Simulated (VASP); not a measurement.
A run of VASP 6.6.1 is set up as follows.

The input INCAR:

```
SYSTEM = LiF
PREC = Accurate ; ENCUT = 520
EDIFF = 1E-6 ; ISMEAR = 0
SIGMA = 0.05 ; LREAL = .FALSE.
LASPH = .TRUE. ; NELM = 80
ALGO = Normal ; ISIF = 2
LWAVE = .FALSE. ; LCHARG = .TRUE.
GGA = CA ; LELF = .TRUE.
LVHAR = .TRUE. ; NBANDS = 18
```

The input KPOINTS:

```
Automatic mesh
0
G
  9 9 6
  0 0 0
```

POSCAR

```
LiF
1.0
    3.0609398175      0.0000000000      0.0000000000
   -1.5304699087      2.6508516414      0.0000000000
    0.0000000000      0.0000000000      4.8073245700
Li F
2 2
Direct
    0.3589628323      0.5966455734      0.3811542600
    0.6922961656      0.2633122401      0.8811542600
    0.3333333333      0.6666666667      0.9938437400
    0.6666666667      0.3333333333      0.4938437400
```

Potentials or basis: VASP PAW LDA potentials, release 64 (Li_sv, F).

Launch:

```console
$ cat potpaw_LDA.64/Li_sv/POTCAR potpaw_LDA.64/F/POTCAR > POTCAR
$ mpirun -np 1 vasp_std > vasp.out
```

Question: Estimate the band gap on the k mesh.

Answer: 7.43 eV.

Question: What does it give for the largest force?

Answer: 1.777 eV/Å.

Forces in eV/Å, atoms in the order of the input:
```
Li  -1.473  0.887 -0.447
Li  -0.291  0.853 -0.291
F    0.297 -0.853  0.287
F    1.467 -0.887  0.450
```

Caveat: the cell differs from its parent crystal (all Li atoms moved +0.263 Å, as atom 1 along Cartesian [1 -1 0]); forces of over 1 eV/Å act on the atoms, so gaps and moduli don't describe the material at rest. A k mesh can miss the band edges.
